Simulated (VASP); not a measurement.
Crystal: I.

```
I
1.0
     3.63503   -2.39502    0.00000
     3.63503    2.39502    0.00000
     0.00000    0.00000    9.79344
I
4
Direct
  0.64930 0.35070 0.38440
  0.14930 0.85070 0.11560
  0.35070 0.64930 0.61560
  0.85070 0.14930 0.88440
```

Base run:

* Program: VASP 6.6.1
* Functional: PBE0
* Potentials or basis: VASP PAW PBE potentials, release 64 (I)
* Cutoff: 520 eV
* k mesh: 4 × 4 × 2
* Occupations: fermi-dirac, width 0.05 eV
* Spin: no spin polarisation

Its results: band gap on the k mesh 2.86 eV (least direct gap 3.08 eV); pressure 0.7 GPa; largest force 0.217 eV/Å.

Task: After a change of settings the same cell gave: band gap on the k mesh 2.09 eV (least direct gap 2.29 eV); pressure -0.3 GPa; largest force 0.232 eV/Å. Which change was it?
A. functional from PBE0 to PBEsol; k mesh from 4 × 4 × 2 to 5 × 5 × 2
B. functional from PBE0 to PBE-based screened hybrid with 25 % exact exchange
C. functional from PBE0 to RPBE; k mesh from 4 × 4 × 2 to 7 × 7 × 3
D. functional from PBE0 to PBEsol-based screened hybrid with 25 % exact exchange

Result: D.

Caveats: this functional lacks dispersion, which holds the molecules together, so the pressure and a relaxed volume are unreliable; the PAW data sets were made with another functional, which shifts forces and pressure a little; spin-orbit coupling is left out, which moves the levels of the heavy elements.
